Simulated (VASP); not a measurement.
Set up this calculation in VASP 6.6.1, as the native input.

| Item | Value |
| --- | --- |
| Task | single point |
| Functional | PBEsol |
| Potentials or basis | VASP PAW PBE potentials, release 64 (In_d, Se) |
| Cutoff | 520 eV |
| k mesh | 8 × 8 × 6 |
| Occupations | gaussian, width 0.05 eV |
| Spin | no spin polarisation |
| Dipole correction | no |
| Further INCAR settings | ALGO = Normal; EDIFF = 1e-06; NBANDS = 27 |

The structure of InSe lies in POSCAR:

```
InSe
1.0
    5.9630503389     -2.0244451383     -0.0052948673
    5.9630503389      2.0244451383     -0.0052948673
   -1.6291954828      0.0000000000      4.2720903652
In Se
2 2
Direct
    0.8858026589      0.8858026589      0.0290539339
    0.1141973411      0.1141973411      0.9709460661
    0.6547212217      0.6547212217      0.6374867706
    0.3452787783      0.3452787783      0.3625132294
```

This cell differs from its parent crystal: strain +0.0150 x Voigt [1, -1, 0, 0, 0, 0].

The input as run:

INCAR

```
SYSTEM = InSe
  PREC = Accurate
  ENCUT = 520
  EDIFF = 1E-6
  ISMEAR = 0
  SIGMA = 0.05
  LREAL = .False.
  LASPH = .True.
  NELM = 100
  ALGO = Normal
  ISIF = 2
  LWAVE = .False.
  LCHARG = .False.
  GGA = PS
  NBANDS = 27
```

KPOINTS

```
regular mesh
0
Gamma
  8 8 6
  0 0 0
```

Potentials or basis: VASP PAW PBE potentials, release 64 (In_d, Se).

Command:

```bash
$ cat potpaw_PBE.64/In_d/POTCAR potpaw_PBE.64/Se/POTCAR > POTCAR
$ mpirun -np 1 vasp_std > vasp.out
```

Results of the run:

* Pressure: 0.0 GPa
* Largest force: 0.190 eV/Å
* Band gap on the k mesh: 0.54 eV, indirect (least direct gap 1.10 eV)

Caveat: the cell differs from its parent crystal (strain +0.0150 x Voigt [1, -1, 0, 0, 0, 0]); the PAW data sets were made with another functional, which shifts forces and pressure a little; spin-orbit coupling is left out, which moves the levels of the heavy elements.

Wall time 6.2 min on 1 thread of Intel Xeon 6975P-C, on a shared host, peak memory 0.47 GiB.
